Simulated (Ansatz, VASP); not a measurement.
Mg5ZnS6 in VASP and in Ansatz

The input INCAR:

```
PREC = Accurate
ENCUT = 520
EDIFF = 1E-6
ISMEAR = 0
SIGMA = 0.1
LREAL = F
LASPH = T
NELM = 100
ALGO = Normal
ISIF = 2
LWAVE = F
LCHARG = F
GGA = PE
NBANDS = 41
```

File KPOINTS:

```
regular mesh
0
Gamma
  3 3 4
```

Contents of POSCAR:

```
Mg5ZnS6
1.0
    6.9595104000      0.0000000000      0.0000000000
   -3.4797552000      6.0271128000      0.0000000000
    0.0000000000      0.0000000000      6.4698922000
Mg Zn S
5 1 6
Direct
    0.0000000000      0.6698280000      0.0024080000
    0.6698280000      0.0000000000      0.0024080000
    0.3301720000      0.3301720000      0.0024080000
    0.3333333000      0.6666667000      0.5029450000
    0.6666667000      0.3333333000      0.5029450000
    0.0000000000      0.0000000000      0.5042070000
    0.0000000000      0.6768880000      0.3846750000
    0.6768880000      0.0000000000      0.3846750000
    0.3231120000      0.3231120000      0.3846750000
    0.3333333000      0.6666667000      0.8842660000
    0.0000000000      0.0000000000      0.8701200000
    0.6666667000      0.3333333000      0.8842660000
```

Input for Ansatz:

```yaml
crystal:
  lattice:
    - [6.9595104, 0.0, 0.0]
    - [-3.4797552, 6.0271128, 0.0]
    - [0.0, 0.0, 6.4698922]
  atoms:
    - { symbol: Mg, position: [0.0, 0.669828, 0.002408] }
    - { symbol: Mg, position: [0.669828, 0.0, 0.002408] }
    - { symbol: Mg, position: [0.330172, 0.330172, 0.002408] }
    - { symbol: Mg, position: [0.3333333, 0.6666667, 0.502945] }
    - { symbol: Mg, position: [0.6666667, 0.3333333, 0.502945] }
    - { symbol: Zn, position: [0.0, 0.0, 0.504207] }
    - { symbol: S, position: [0.0, 0.676888, 0.384675] }
    - { symbol: S, position: [0.676888, 0.0, 0.384675] }
    - { symbol: S, position: [0.323112, 0.323112, 0.384675] }
    - { symbol: S, position: [0.3333333, 0.6666667, 0.884266] }
    - { symbol: S, position: [0.0, 0.0, 0.87012] }
    - { symbol: S, position: [0.6666667, 0.3333333, 0.884266] }
basis:
  ecutwfc: 420
kpoints:
  mp_grid: { grid: [3, 3, 4] }
hamiltonian:
  xc: pbe
scf:
  occupations: { method: gaussian, width: 0.1 }
  lower_state_search: "off"
output:
  forces: true
  stress: true
  eigenvalues: true
```

Alike in both runs: task single point; functional PBE; k mesh 3 × 3 × 4; occupations gaussian, width 0.1 eV; no spin polarisation.

|  | VASP | Ansatz |
| --- | --- | --- |
| version | VASP 6.6.1 | Ansatz 0.2.0 |
| potentials or method | VASP PAW PBE potentials, release 64 (Mg, Zn, S), cutoff 520 eV | scalar-relativistic, plane waves, PAW |
| valence electrons in the cell | 58 | 98 |

Ansatz gave:

- gap on the k mesh at the Fermi level (eV): 3.14
- least direct gap on the mesh (eV): 3.14
- pressure (GPa): 0.0
- rms of the force components (eV/Å): 0.003

Task: What did VASP give for the same quantities?

Result: gap on the k mesh at the Fermi level (eV): 3.13; least direct gap on the mesh (eV): 3.13; pressure (GPa): -0.1; rms of the force components (eV/Å): 0.007.

Atom by atom the forces differ by 0.008 eV/Å (rms over components). With one functional, cell and mesh, what is left measures potentials, basis and numerics. VASP's potentials hold 58 valence electrons a cell and Ansatz's 98, so a difference there can come from the potentials and not from the codes.
